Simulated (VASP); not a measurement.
# SnO2 (P4_2/mnm) in VASP: further runs, part 2 of 2

VASP 6.6.1. The steps go on from the part before.

## Step 4: Single point, PBE+D4, non-collinear spin, zero start, spin-orbit coupling

This run uses another cell than the first one, of 12.58 Å³/atom.

The input, INCAR:

```
SYSTEM = SnO2
PREC     = Accurate       ! precision mode
ENCUT    = 520            ! plane-wave cutoff, eV
EDIFF    = 1E-6           ! SCF threshold, eV
ISMEAR   = 0              ! smearing method
SIGMA    = 0.05           ! smearing width, eV
LREAL    = .FALSE.        ! projectors in reciprocal space
LASPH    = .TRUE.         ! aspherical terms in the spheres
NELM     = 150            ! most SCF steps
ALGO     = Normal         ! electronic algorithm
ISIF     = 2              ! what is computed and relaxed
LWAVE    = .FALSE.        ! write WAVECAR
LCHARG   = .TRUE.         ! write CHGCAR
MAGMOM   = 0 0 0 0 0 0 0 0 0 0 0 0 0 0 0 0 0 0 ! initial moments
LORBIT   = 11             ! projections on sites
LSORBIT  = .TRUE.         ! spin-orbit coupling
GGA_COMPAT= .FALSE.      
LORBMOM  = .TRUE.       
GGA      = PE             ! functional
IVDW     = 13             ! dispersion correction
LVHAR    = .TRUE.       
NBANDS   = 68             ! bands
```

The input, KPOINTS:

```
regular mesh
0
G
  6 6 10
  0 0 0
```

The input, POSCAR:

```
SnO2
1.0
    4.8265116508      0.0000000000      0.0000000000
    0.0000000000      4.8265116508      0.0000000000
    0.0000000000      0.0000000000      3.2391527716
Sn O
2 4
Direct
    0.0000000000      0.0000000000      0.0000000000
    0.5000000000      0.5000000000      0.5000000000
    0.3065245299      0.3065245299      0.0000000000
    0.8065245299      0.1934754701      0.5000000000
    0.1934754701      0.8065245299      0.5000000000
    0.6934754701      0.6934754701      0.0000000000
```

Potentials or basis: VASP PAW PBE potentials, release 64 (Sn_d, O).

Command:

```
$ cat potpaw_PBE.64/Sn_d/POTCAR potpaw_PBE.64/O/POTCAR > POTCAR
$ mpirun -np 1 vasp_ncl > vasp.out
```

OUTCAR:

```text
SYSTEM = SnO2
   PREC = Accurate
   ENCUT = 520
   EDIFF = 1E-6
   ISMEAR = 0
   LREAL = .FALSE.
   LASPH = .TRUE.
   NELM = 150
   ISIF = 2
   LORBIT = 11
   LSORBIT = .TRUE.
   GGA = PE
   IVDW = 13

 ion  position               nearest neighbor table
   1  0.000  0.000  0.000-   4 2.09   5 2.09   4 2.09   5 2.09   3 2.09   6 2.09
   2  0.500  0.500  0.500-   3 2.09   6 2.09   3 2.09   6 2.09   5 2.09   4 2.09
   3  0.307  0.307  0.000-   2 2.09   2 2.09   1 2.09
   4  0.807  0.193  0.500-   1 2.09   1 2.09   2 2.09
   5  0.193  0.807  0.500-   1 2.09   1 2.09   2 2.09
   6  0.693  0.693  0.000-   2 2.09   2 2.09   1 2.09

  LATTYP: Found a simple tetragonal cell.
 ALAT       =     4.8265116508
 C/A-ratio  =     0.6711167414

  Lattice vectors:

 A1 = (   4.8265116508,   0.0000000000,   0.0000000000)
 A2 = (   0.0000000000,   4.8265116508,   0.0000000000)
[... 2031 lines left out ...]
    1        0.880   1.028  10.329  12.237
    2        0.880   1.028  10.329  12.237
    3        1.561   3.481   0.000   5.042
    4        1.561   3.481   0.000   5.042
    5        1.561   3.481   0.000   5.042
    6        1.561   3.481   0.000   5.042
--------------------------------------------------
tot          8.003  15.979  20.659  44.640

 magnetization (x)

# of ion       s       p       d       tot
------------------------------------------
    1        0.000   0.000   0.000   0.000
    2        0.000   0.000   0.000   0.000
    3        0.000   0.000   0.000   0.000
    4        0.000   0.000   0.000   0.000
    5        0.000   0.000   0.000   0.000
    6        0.000   0.000   0.000   0.000
--------------------------------------------------
tot          0.000   0.000   0.000   0.000

 magnetization (y)

# of ion       s       p       d       tot
------------------------------------------
    1        0.000   0.000   0.000   0.000
    2        0.000   0.000   0.000   0.000
    3        0.000   0.000   0.000   0.000
    4        0.000   0.000   0.000   0.000
    5        0.000   0.000   0.000   0.000
    6        0.000   0.000   0.000   0.000
--------------------------------------------------
tot          0.000   0.000   0.000   0.000

 magnetization (z)

# of ion       s       p       d       tot
------------------------------------------
    1        0.000   0.000   0.000   0.000
    2        0.000   0.000   0.000   0.000
    3        0.000   0.000   0.000   0.000
    4        0.000   0.000   0.000   0.000
    5        0.000   0.000   0.000   0.000
    6        0.000   0.000   0.000   0.000
--------------------------------------------------
tot          0.000   0.000   0.000   0.000
```

stdout:

```text
POSCAR found type information on POSCAR SnO
 POSCAR found :  2 types and       6 ions
 scaLAPACK will be used
 LDA part: xc-table for (Slater+PW92), standard interpolation
 POSCAR, INCAR and KPOINTS ok, starting setup
 FFT: planning ... GRIDC
 FFT: planning ... GRID_SOFT
 FFT: planning ... GRID
 WAVECAR not read
 entering main loop
```

Run time: 15 min. Hardware: 1 thread of Oxide Virtual Turin-like, shared host; peak memory 0.53 GiB.

Results:

| Item | Value |
| --- | --- |
| Free energy | -38.9211 eV |
| Pressure | -2.7 GPa |
| Largest force | 0.012 eV/Å |
| Net moment | 0.00 μB per cell |
| Valence electrons inside the program's atomic spheres | Sn 12.24; O 5.04 |
| Dispersion energy per atom | -0.256 eV |

Forces in eV/Å, atoms in the order of the input:
```
Sn   0.000  0.000  0.000
Sn   0.000  0.000  0.000
O   -0.008 -0.008  0.000
O   -0.008  0.008  0.000
O    0.008 -0.008  0.000
O    0.008  0.008  0.000
```

Moments on the atoms (μB; x, y, z):
```
Sn  0.00 0.00 0.00
Sn  0.00 0.00 0.00
O   0.00 0.00 0.00
O   0.00 0.00 0.00
O   0.00 0.00 0.00
O   0.00 0.00 0.00
```

## Step 5: The runs side by side

```tsv
level	cell	pressure (GPa)	moment (μB)	largest force (eV/Å)
PBE	a = 4.868, b = 4.868, c = 3.248 Å, 6 atoms, atomic positions A	-2.6	0.00	0.02
PBE+D3(BJ)	a = 4.827, b = 4.827, c = 3.239 Å, 6 atoms, atomic positions B	-2.2	0.00	0.01
PBE+D4	a = 4.827, b = 4.827, c = 3.239 Å, 6 atoms, atomic positions B	-2.7	0.00	0.01
```

Alike in all rows: task single point; potentials or basis VASP PAW PBE potentials, release 64 (Sn_d, O); spin non-collinear, zero start, SOC; k mesh 6 × 6 × 10; cutoff (eV) 520; smearing gaussian 0.05 eV.

Absolute energies hang on the potentials; compare differences alone.
